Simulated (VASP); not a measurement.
Input of a VASP 6.6.1 run:

File INCAR:

```
SYSTEM = Cu
  ALGO = Normal
  EDIFF = 1E-6
  ENCUT = 520
  GGA = PS
  ISIF = 2
  ISMEAR = 0
  LASPH = .TRUE.
  LCHARG = .FALSE.
  LREAL = .FALSE.
  LWAVE = .FALSE.
  NBANDS = 12
  NELM = 60
  PREC = Accurate
  SIGMA = 0.1
```

Contents of KPOINTS:

```
k-points
0
G
  22 22 22
  0 0 0
```

Contents of POSCAR:

```
Cu
1.0
   -1.4427933200      1.4427933200      1.3760814500
    1.4427933200     -1.4427933200      1.3760814500
    1.4427933200      1.4427933200     -1.3760814500
Cu
1
Direct
    0.0000000000      0.0000000000      0.0000000000
```

Potentials or basis: VASP PAW PBE potentials, release 64 (Cu).

Run with:

```console
$ cat potpaw_PBE.64/Cu/POTCAR > POTCAR
$ mpirun -np 1 vasp_std > vasp.out
```

Q: What does it give for the pressure?

A: -0.7 GPa.

Q: Estimate the band gap on the k mesh.

A: Zero (an odd number of electrons rules out a gap without spin polarisation).

Stress tensor (GPa, compression positive):
```
-0.54  0.00  0.00
 0.00 -0.54  0.00
 0.00  0.00 -0.96
```

Caveat: the PAW data sets were made with another functional, which shifts forces and pressure a little.
